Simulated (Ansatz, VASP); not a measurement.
Two plane-wave programs on ZrO2

File INCAR:

```
ALGO = Normal
EDIFF = 1E-6
ENCUT = 600
GGA = PE
GGA_COMPAT = False
ISIF = 2
ISMEAR = 0
IVDW = 12
LASPH = True
LCHARG = False
LREAL = False
LWAVE = False
NBANDS = 19
NELM = 120
PREC = Accurate
SIGMA = 0.02
```

Contents of KPOINTS:

```
k-points
0
Gamma
  8 8 8
```

POSCAR

```
ZrO2
1.0
    0.0000000000      2.4919443455      2.4919443455
    2.4919443455      0.0000000000      2.4919443455
    2.4919443455      2.4919443455      0.0000000000
Zr O
1 2
Direct
    0.5000000000      0.5000000000      0.5000000000
    0.7500000000      0.7500000000      0.7500000000
    0.2500000000      0.2500000000      0.2500000000
```

Input for Ansatz:

```yaml
crystal:
  lattice:
    - [0.0, 2.4919443455, 2.4919443455]
    - [2.4919443455, 0.0, 2.4919443455]
    - [2.4919443455, 2.4919443455, 0.0]
  atoms:
    - { symbol: Zr, position: [0.5, 0.5, 0.5] }
    - { symbol: O, position: [0.75, 0.75, 0.75] }
    - { symbol: O, position: [0.25, 0.25, 0.25] }
basis:
  ecutwfc: 420
kpoints:
  mp_grid: { grid: [8, 8, 8] }
hamiltonian:
  xc: pbe
  dispersion: d3bj
scf:
  occupations: { method: gaussian, width: 0.02 }
output:
  forces: true
  stress: true
  eigenvalues: true
```

Alike in both runs: task single point; functional PBE; dispersion D3(BJ); k mesh 8 × 8 × 8; occupations gaussian, width 0.02 eV; no spin polarisation.

```csv
,VASP,Ansatz
version,VASP 6.6.1,Ansatz 0.2.0
potentials or method,"VASP PAW PBE potentials, release 64 (Zr_sv, O), cutoff 600 eV","scalar-relativistic, plane waves, PAW"
valence electrons in the cell,24,24
```

|  | VASP | Ansatz | Ansatz less VASP |
| --- | --- | --- | --- |
| gap on the k mesh at the Fermi level (eV) | 3.53 | 3.53 | +0.007 |
| least direct gap on the mesh (eV) | 4.03 | 4.03 | +0.005 |
| pressure (GPa) | 17.4 | 17.2 | -0.14 |
